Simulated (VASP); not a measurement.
A run of VASP 6.6.1:

File INCAR:

```
PREC     = Accurate       # precision mode
ENCUT    = 600            # plane-wave cutoff, eV
EDIFF    = 1E-6           # SCF threshold, eV
ISMEAR   = -1             # smearing method
SIGMA    = 0.08           # smearing width, eV
LREAL    = False          # projectors in reciprocal space
LASPH    = True           # aspherical terms in the spheres
NELM     = 60             # most SCF steps
ALGO     = Normal         # electronic algorithm
ISIF     = 3              # what is computed and relaxed
LWAVE    = False          # write WAVECAR
LCHARG   = False          # write CHGCAR
GGA      = PE             # functional
IBRION   = 2              # ionic algorithm
NSW      = 32             # ionic steps
EDIFFG   = -0.005         # ionic threshold
PSTRESS  = 4400.0
```

The input KPOINTS:

```
Automatic mesh
0
Gamma
  18 18 18
```

File POSCAR:

```
BN
1.0
    0.0000000000      1.4947454470      1.4947454470
    1.4947454470      0.0000000000      1.4947454470
    1.4947454470      1.4947454470      0.0000000000
B N
1 1
Direct
    0.0000000000      0.0000000000      0.0000000000
    0.5000000000      0.5000000000      0.5000000000
```

Potentials or basis: VASP PAW PBE potentials, release 64 (B, N).

Run with:

```sh
$ cat potpaw_PBE.64/B/POTCAR potpaw_PBE.64/N/POTCAR > POTCAR
$ mpirun -np 1 vasp_std > vasp.out
```

Hardware: 1 thread of Intel(R) Xeon(R) Platinum 8488C (Sapphire Rapids), on a shared host.

Task: Estimate the wall time of this run.

Result: Wall time 37 s on 1 thread of Intel(R) Xeon(R) Platinum 8488C (Sapphire Rapids), with other jobs on the host, peak memory 0.12 GiB. Counts: scf iterations 21, k points 195, ion steps 3.
